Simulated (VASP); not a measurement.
# Na in VASP: notebook, part 2 of 2

VASP 6.6.1. Earlier steps stand in the parts before.

**4. Single point, r2SCAN (strained)**

The input, POSCAR:

```
Na
1.0
    3.8523578560      0.0000000000      0.0000000000
   -1.9261789280      3.3362397678      0.0000000000
    0.0000000000      0.0000000000     13.0522293356
Na
4
Direct
    0.0000000000      0.0000000000      0.0000000000
    0.3333333300      0.6666666700      0.2500000000
    0.0000000000      0.0000000000      0.5000000000
    0.6666666700      0.3333333300      0.7500000000
```

The input, INCAR.step1:

```
PREC     = Accurate       # precision mode
ENCUT    = 520            # plane-wave cutoff, eV
ISMEAR   = 0              # smearing method
SIGMA    = 0.1            # smearing width, eV
LREAL    = F              # projectors in reciprocal space
LASPH    = T              # aspherical terms in the spheres
NELM     = 80             # most SCF steps
NBANDS   = 22             # bands
GGA      = PE             # functional
ALGO     = Normal         # electronic algorithm
EDIFF    = 1E-4           # SCF threshold, eV
LWAVE    = T              # write WAVECAR
LCHARG   = F              # write CHGCAR
```

The input, INCAR.step2:

```
PREC     = Accurate       # precision mode
ENCUT    = 520            # plane-wave cutoff, eV
EDIFF    = 1E-7           # SCF threshold, eV
ISMEAR   = 0              # smearing method
SIGMA    = 0.1            # smearing width, eV
LREAL    = F              # projectors in reciprocal space
LASPH    = T              # aspherical terms in the spheres
NELM     = 80             # most SCF steps
ALGO     = Normal         # electronic algorithm
ISIF     = 2              # what is computed and relaxed
LWAVE    = F              # write WAVECAR
LCHARG   = F              # write CHGCAR
METAGGA  = R2SCAN         # meta-GGA
LMIXTAU  = T            
NBANDS   = 22             # bands
ISTART   = 1
```

The input, KPOINTS:

```
Automatic mesh
0
Gamma
  15 15 4
```

Potentials or basis: VASP PAW PBE potentials, release 64 (Na_pv).

The run is started by

```bash
$ cat potpaw_PBE.64/Na_pv/POTCAR > POTCAR
$ cp INCAR.step1 INCAR
$ mpirun -np 1 vasp_std > vasp.out
$ cp INCAR.step2 INCAR
$ mpirun -np 1 vasp_std > vasp.out
```

OUTCAR:

```text
PREC = Accurate
   ENCUT = 520
   EDIFF = 1E-7
   ISMEAR = 0
   LREAL = F
   LASPH = T
   NELM = 80
   ISIF = 2
   METAGGA = R2SCAN
   ISTART = 1

 ion  position               nearest neighbor table
   1  0.000  0.000  0.000-
   2  0.333  0.667  0.250-
   3  0.000  0.000  0.500-
   4  0.667  0.333  0.750-

  LATTYP: Found a hexagonal cell.
 ALAT       =     3.8523578560
 C/A-ratio  =     3.3881144544

  Lattice vectors:

 A1 = (   3.8523578560,   0.0000000000,   0.0000000000)
 A2 = (  -1.9261789280,   3.3362397678,   0.0000000000)
 A3 = (   0.0000000000,   0.0000000000,  13.0522293356)

Analysis of symmetry for initial positions (statically):
=====================================================================
 Subroutine PRICEL returns:
 Original cell was already a primitive cell.

 Routine SETGRP: Setting up the symmetry group for a
 hexagonal supercell.

 Subroutine GETGRP returns: Found 24 space group operations
 (whereof 12 operations were pure point group operations)
 out of a pool of 24 trial point group operations.

The static configuration has the point symmetry D_3d.
 The point group associated with its full space group is D_6h.

Analysis of symmetry for dynamics (positions and initial velocities):
=====================================================================
 Subroutine PRICEL returns:
 Original cell was already a primitive cell.

 Routine SETGRP: Setting up the symmetry group for a
 hexagonal supercell.

 Subroutine GETGRP returns: Found 24 space group operations
 (whereof 12 operations were pure point group operations)
 out of a pool of 24 trial point group operations.

The dynamic configuration has the point symmetry D_3d.
 The point group associated with its full space group is D_6h.

 Subroutine INISYM returns: Found 24 space group operations
 (whereof 12 operations are pure point group operations),
 and found     1 'primitive' translations

----------------------------------------------------------------------------------------

                                     Primitive cell

  volume of cell :     167.7523

  direct lattice vectors                    reciprocal lattice vectors
     3.852357856  0.000000000  0.000000000     0.259581284  0.149869324  0.000000000
    -1.926178928  3.336239768  0.000000000     0.000000000  0.299738649  0.000000000
     0.000000000  0.000000000 13.052229336     0.000000000  0.000000000  0.076615264

  length of vectors
     3.852357856  3.852357856 13.052229336     0.299738649  0.299738649  0.076615264

  position of ions in fractional coordinates (direct lattice)
     0.000000000  0.000000000  0.000000000
     0.333333330  0.666666670  0.250000000
     0.000000000  0.000000000  0.500000000
     0.666666670  0.333333330  0.750000000

  ion indices of the primitive-cell ions
   primitive index   ion index
                 1           1
                 2           2
                 3           3
                 4           4

----------------------------------------------------------------------------------------

 KPOINTS: Automatic mesh

Automatic generation of k-mesh.
 Grid dimensions read from file:
 generate k-points for:   15   15    4

 Generating k-lattice:

  Cartesian coordinates                     Fractional coordinates (reciprocal lattice)
     0.017305419  0.009991288  0.000000000     0.066666667  0.000000000  0.000000000
     0.000000000  0.019982577  0.000000000     0.000000000  0.066666667  0.000000000
     0.000000000  0.000000000  0.019153816     0.000000000  0.000000000  0.250000000

  Length of vectors
     0.019982577  0.019982577  0.019153816

  Shift w.r.t. Gamma in fractional coordinates (k-lattice)
     0.000000000  0.000000000  0.000000000

 Subroutine IBZKPT returns following result:
 ===========================================

 Found     81 irreducible k-points:

 Following reciprocal coordinates:
            Coordinates               Weight
  0.000000  0.000000  0.000000      1.000000
  0.066667  0.000000  0.000000      6.000000
  0.133333  0.000000  0.000000      6.000000
  0.200000  0.000000  0.000000      6.000000
  0.266667  0.000000  0.000000      6.000000
  0.333333  0.000000  0.000000      6.000000
[... 16 lines left out ...]
  0.333333  0.200000  0.000000     12.000000
  0.400000  0.200000  0.000000      6.000000
 [... further k-points ...]
   k-points           NKPTS =     81   k-points in BZ     NKDIM =     81   number of bands    NBANDS=     22
   number of dos      NEDOS =    301   number of ions     NIONS =      4
   total plane-waves  NPLWV =  88200
   dimension x,y,z NGX =    30 NGY =   30 NGZ =   98
   dimension x,y,z NGXF=    60 NGYF=   60 NGZF=  196
   ions per type =               4
   NGX,Y,Z   is equivalent  to a cutoff of  12.95, 12.95, 12.48 a.u.
   NGXF,Y,Z  is equivalent  to a cutoff of  25.89, 25.89, 24.96 a.u.
 SYSTEM =  unknown system
   PREC   = accura    normal or accurate (medium, high low for compatibility)
   ISTART =      1    job   : 0-new  1-cont  2-samecut
   ICHARG =      0    charge: 1-file 2-atom 10-const
   ISPIN  =      1    spin polarized calculation?
   LNONCOLLINEAR =      F non collinear calculations
   LSORBIT =      F    spin-orbit coupling
   LASPH  =      T    aspherical Exc in radial PAW
   ENCUT  =  520.0 eV  38.22 Ry    6.18 a.u.   7.16  7.16 24.27*2*pi/ulx,y,z
   NELM   =     80;   NELMIN=  2; NELMDL=  0     # of ELM steps
   EDIFF  = 0.1E-06   stopping-criterion for ELM
   LREAL  =      F    real-space projection
   EDIFFG = 0.1E-05   stopping-criterion for IOM
   NSW    =      0    number of steps for IOM
   IBRION =     -1    ionic relax: 0-MD 1-quasi-New 2-CG
   NFREE  =      0    steps in history (QN), initial steepest desc. (CG)
   ISIF   =      2    stress and relaxation
   ISYM   =      2    0-nonsym 1-usesym 2-fastsym
   POTIM  = 0.5000    time-step for ionic-motion
   TEBEG  =    0.0;   TEEND  =   0.0 temperature during run
   PSTRESS=    0.0 pullay stress
   NELECT =      28.0000    total number of electrons
   NUPDOWN=      -1.0000    fix difference up-down
   EMIN   =  10.00;   EMAX   =-10.00  energy-range for DOS
   EFERMI =   0.00;   METHOD = LEGACY
   ISMEAR =     0;   SIGMA  =   0.10  broadening in eV -4-tet -1-fermi 0-gaus
   EFERMI_NEDOS =   21; number of points for ismear=-14 and -15
   IALGO  =     38    algorithm
   IMIX   =      4    mixing-type and parameters
     AMIX     =   0.40;   BMIX     =  1.00
     AMIX_MAG =   1.60;   BMIX_MAG =  1.00
  volume/ion in A,a.u.               =      41.94       283.01
  Fermi-wavevector in a.u.,A,eV,Ry     =   0.901373  1.703348 11.054375  0.812474
  Thomas-Fermi vector in A             =   2.024446
   LORBIT       =      0    0 simple, 1 ext, 2 COOP (PROOUT), +10 PAW based schemes
   METAGGA = R2SCAN    functional components
   LHFCALC =     F    Hartree Fock is set to
   AEXX    =    0.0000 exact exchange contribution
   IVDW    =     0    specifies the selected vdW correction
   LEPSILON=     F    determine dielectric tensor
   LRPA    =     F    only Hartree local field effects (RPA)
 non-spin polarized calculation
 Gauss-broadening in eV      SIGMA  =   0.10
  energy-cutoff  :      520.00
  volume of cell :      167.75
 maximum number of plane-waves:      4554
 NGX is ok and might be reduce to    30
   NGX = 15   NGY = 15   NGZ = 49

 number of electron      27.9999943 magnetization

 Free energy of the ion-electron system (eV)
  ---------------------------------------------------
  ext. energy  EPLUGINS =         0.00000000
  ---------------------------------------------------
  free energy    TOTEN  =       -14.16704779 eV

  energy without entropy =      -14.15592497  energy(sigma->0) =      -14.16148638

 E-fermi :   0.0438     XC(G=0):  -6.5801

 val. band max:        0.0107852216   @ k =   0.2000   0.2000   0.2500
 cond. band min:       0.0512281533   @ k =   0.4000   0.0000   0.0000
 fundamental gap:      0.0404429317
 Fermi energy:         0.0438152446

 k-point     1 :       0.0000    0.0000    0.0000
  band No.  band energies     occupation
      1     -26.1243      2.00000
      2     -26.1142      2.00000
      3     -26.1140      2.00000
      4     -26.1077      2.00000
      5     -26.1075      2.00000
      6     -26.1064      2.00000
[... 574 lines left out ...]
      6     -26.1166      2.00000
[... 14 lines left out ...]
     21       4.2127      0.00000
     22       4.2185      0.00000

 [... further k-points ...]

------------------------ aborting loop because EDIFF is reached ----------------------------------------

  FORCE on cell =-STRESS in cart. coord.  units (eV):
  Direction    XX          YY          ZZ          XY          YZ          ZX
  --------------------------------------------------------------------------------------
  -------------------------------------------------------------------------------------
  Total       -0.4798158     -0.4798158     -0.9578358      0.0000000      0.0000000      0.0000000
  in kB       -4.5826483     -4.5826483     -9.1481456      0.0000000      0.0000000      0.0000000
  external PRESSURE =      -6.1044807 kB  Pullay stress =       0.0000000 kB

 VOLUME and BASIS-vectors are now :
 -----------------------------------------------------------------------------
  energy-cutoff  :      520.00
  volume of cell :      167.75
      direct lattice vectors                 reciprocal lattice vectors
     3.852357856  0.000000000  0.000000000     0.259581284  0.149869324  0.000000000
    -1.926178928  3.336239768  0.000000000     0.000000000  0.299738649  0.000000000
     0.000000000  0.000000000 13.052229336     0.000000000  0.000000000  0.076615264

 POSITION                                       TOTAL-FORCE (eV/Angst)
 -----------------------------------------------------------------------------------
      0.00000      0.00000      0.00000         0.000000      0.000000     -0.000000
     -0.00000      2.22416      3.26306         0.000000      0.000000     -0.000000
      0.00000      0.00000      6.52611         0.000000      0.000000     -0.000000
      1.92618      1.11208      9.78917        -0.000000      0.000000      0.000000
 -----------------------------------------------------------------------------------
    total drift:                                0.000000     -0.000000      0.000000

  FREE ENERGIE OF THE ION-ELECTRON SYSTEM (eV)
  ---------------------------------------------------
  free  energy   TOTEN  =       -14.1670477870 eV

  energy  without entropy=      -14.1559249732  energy(sigma->0) =      -14.16148638
```

Wall time 23 min (1 thread of Intel Xeon Platinum 8488C (Sapphire Rapids), shared host); peak memory 0.43 GiB.

What came out:

```
Free energy            : -14.1670 eV
Pressure               : -0.6 GPa
Band gap on the k mesh : zero (bands 14 and 15 overlap by 3.81 eV)
```

Stress tensor (GPa, compression positive):
```
-0.46  0.00  0.00
 0.00 -0.46  0.00
 0.00  0.00 -0.91
```

Levels at points of the mesh, in eV from the Fermi level:
| k point | band 11 | band 12 | band 13 | band 14 | band 15 | band 16 | band 17 | band 18 |
| --- | --- | --- | --- | --- | --- | --- | --- | --- |
| (0.00, 0.00, 0.00) | -26.15 | -26.15 | -3.26 | -2.29 | -2.29 | 0.31 | 0.81 | 5.11 |
| (0.00, 0.00, 0.50) | -26.15 | -26.15 | -3.02 | -3.02 | -1.10 | -1.10 | 2.65 | 2.65 |

Caveat: the cell differs from its parent crystal (strained); the PAW data sets were made with another functional, which shifts forces and pressure a little.

**5. Single point, PBEsol (one atom moved)**

The input, INCAR:

```
PREC = Accurate ; ENCUT = 520
EDIFF = 1E-6 ; ISMEAR = 0
SIGMA = 0.1 ; LREAL = False
LASPH = True ; NELM = 80
ALGO = Fast ; ISIF = 2
LWAVE = False ; LCHARG = False
GGA = PS ; NBANDS = 22
```

The input, KPOINTS:

```
Automatic mesh
0
Gamma
  12 12 4
```

The input, POSCAR:

```
Na
1.0
    3.7003831212      0.0000000000      0.0000000000
   -1.8501915606      3.2046257867      0.0000000000
    0.0000000000      0.0000000000     12.5373215400
Na
4
Direct
    0.0000000000      0.0000000000      0.0000000000
    0.3333333300      0.6666666700      0.2535892834
    0.0000000000      0.0000000000      0.5000000000
    0.6666666700      0.3333333300      0.7500000000
```

The run is started by

```bash
$ cat potpaw_PBE.64/Na_pv/POTCAR > POTCAR
$ mpirun -np 1 vasp_std > vasp.out
```

It took 2.4 min on 1 thread of Intel Xeon Platinum 8124M at 3.00GHz (Skylake/Cascade Lake), shared host; peak memory 0.33 GiB.

Results (log left out):

```yaml
Free_energy: -5.6003 eV
Pressure: -0.1 GPa
Largest_force: 0.029 eV/Å
Band_gap_on_the_k_mesh: zero (bands 14 and 15 overlap by 3.86 eV)
```

Forces in eV/Å, atoms in the order of the input:
```
Na   0.000  0.000  0.014
Na   0.000  0.000 -0.029
Na   0.000  0.000  0.015
Na   0.000  0.000  0.000
```

Stress tensor (GPa, compression positive):
```
 0.08  0.00  0.00
 0.00  0.08  0.00
 0.00  0.00 -0.51
```

Levels at points of the mesh, in eV from the Fermi level:
| k point | band 11 | band 12 | band 13 | band 14 | band 15 | band 16 | band 17 | band 18 |
| --- | --- | --- | --- | --- | --- | --- | --- | --- |
| (0.00, 0.00, 0.00) | -24.77 | -24.77 | -3.27 | -2.30 | -2.27 | 0.40 | 0.76 | 5.12 |
| (0.50, 0.00, 0.00) | -24.78 | -24.78 | 0.34 | 0.42 | 1.09 | 1.18 | 1.50 | 1.59 |
| (0.00, 0.00, 0.50) | -24.77 | -24.77 | -3.03 | -3.01 | -1.09 | -1.08 | 2.65 | 2.66 |
| (0.50, 0.00, 0.50) | -24.78 | -24.78 | 0.52 | 0.53 | 0.70 | 0.71 | 2.38 | 2.39 |

Caveat: the cell differs from its parent crystal (one atom moved); the PAW data sets were made with another functional, which shifts forces and pressure a little.

**6. Single point, PBEsol (strained)**

The input, INCAR:

```
SYSTEM = Na
  PREC = Accurate
  ENCUT = 520
  EDIFF = 1E-6
  ISMEAR = 0
  SIGMA = 0.1
  LREAL = .False.
  LASPH = .True.
  NELM = 80
  ALGO = Fast
  ISIF = 2
  LWAVE = .False.
  LCHARG = .False.
  GGA = PS
  NBANDS = 22
```

The input, KPOINTS:

```
Automatic mesh
0
Gamma
  15 15 4
  0 0 0
```

The input, POSCAR:

```
Na
1.0
    3.6472086157      0.0000000000      0.0000000000
   -1.8236043079      3.1585753141      0.0000000000
    0.0000000000      0.0000000000     11.9810405833
Na
4
Direct
    0.0000000000      0.0000000000      0.0000000000
    0.3333333300      0.6666666700      0.2500000000
    0.0000000000      0.0000000000      0.5000000000
    0.6666666700      0.3333333300      0.7500000000
```

Potentials or basis: VASP PAW PBE potentials, release 64 (Na_pv).

The run is started by

```bash
$ cat potpaw_PBE.64/Na_pv/POTCAR > POTCAR
$ mpirun -np 1 vasp_std > vasp.out
```

Run time: 3 min. Hardware: 1 thread of Intel Xeon Platinum 8124M at 3.00GHz (Skylake/Cascade Lake), shared host; peak memory 0.34 GiB.

It converged, with:

| Quantity | Value |
| --- | --- |
| Free energy | -5.5893 eV |
| Pressure | -0.3 GPa |
| Band gap on the k mesh | zero (bands 14 and 15 overlap by 3.91 eV) |

Stress tensor (GPa, compression positive):
```
-0.24  0.00  0.00
 0.00 -0.24  0.00
 0.00  0.00 -0.32
```

Levels at points of the mesh, in eV from the Fermi level:
| k point | band 11 | band 12 | band 13 | band 14 | band 15 | band 16 | band 17 | band 18 |
| --- | --- | --- | --- | --- | --- | --- | --- | --- |
| (0.00, 0.00, 0.00) | -24.74 | -24.74 | -3.45 | -2.38 | -2.38 | 0.50 | 0.99 | 5.68 |
| (0.00, 0.00, 0.50) | -24.74 | -24.74 | -3.18 | -3.18 | -1.07 | -1.07 | 3.01 | 3.01 |

Caveat: the cell differs from its parent crystal (strained); the PAW data sets were made with another functional, which shifts forces and pressure a little.

**7. Summary**

```csv
level,cell,k mesh,gap on the mesh (eV),pressure (GPa)
PBEsol,"a = 3.583, b = 3.583, c = 11.951 Å, angles 90.0, 90.0, 120.0°, 4 atoms, strained",15 × 15 × 4,none,0.8
PBEsol,"a = 3.706, b = 3.706, c = 11.427 Å, angles 90.0, 90.0, 120.0°, 4 atoms, strained",15 × 15 × 4,none,0.6
r2SCAN,"a = 3.852, b = 3.852, c = 13.052 Å, angles 90.0, 90.0, 120.0°, 4 atoms, strained",15 × 15 × 4,none,-0.6
PBEsol,"a = 3.700, b = 3.700, c = 12.537 Å, angles 90.0, 90.0, 120.0°, 4 atoms, one atom moved",12 × 12 × 4,none,-0.1
PBEsol,"a = 3.647, b = 3.647, c = 11.981 Å, angles 90.0, 90.0, 120.0°, 4 atoms, strained",15 × 15 × 4,none,-0.3
```

Alike in all rows: task single point; potentials or basis VASP PAW PBE potentials, release 64 (Na_pv); no spin polarisation; cutoff (eV) 520; smearing gaussian 0.1 eV.

Caveats: the PAW data sets were made with another functional, which shifts forces and pressure a little.

Absolute energies hang on the potentials; compare differences alone.
